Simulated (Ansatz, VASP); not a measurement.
## One calculation of InSb, two programs

```
CELL_PARAMETERS angstrom
3.03619 0.00000 0.00000
0.00000 3.03619 0.00000
0.00000 0.00000 6.09636
ATOMIC_POSITIONS crystal
In 0.00000 0.00000 0.00000
Sb 0.00000 0.00000 0.50000
```

Alike in both runs: functional PBEsol; k mesh 14 × 14 × 8; occupations gaussian, width 0.1 eV; no spin polarisation.

Ansatz relaxed the structure, and its values are those at the end. VASP's run is a single point on that final structure, the one shown.

|  | VASP | Ansatz |
| --- | --- | --- |
| version | VASP 6.6.1 | Ansatz 0.2.0 |
| potentials or method | VASP PAW PBE potentials, release 64 (In_d, Sb), cutoff 500 eV | scalar-relativistic, plane waves, PAW |
| valence electrons in the cell | 18 | 28 |

```csv
,VASP,Ansatz,Ansatz less VASP
gap on the k mesh at the Fermi level (eV),none,none,-
pressure (GPa),0.0,0.0,-0.04
```

VASP's potentials were made for PBE, not for PBEsol, and Ansatz warns of the same on its side. A gap of «none» marks a metal or a gap that the smearing closes. The functional is the same, so the differences come from potentials, cutoffs and numerics. VASP's potentials hold 18 valence electrons a cell and Ansatz's 28, so a difference there can come from the potentials and not from the codes.

Neither program's run includes spin-orbit coupling.
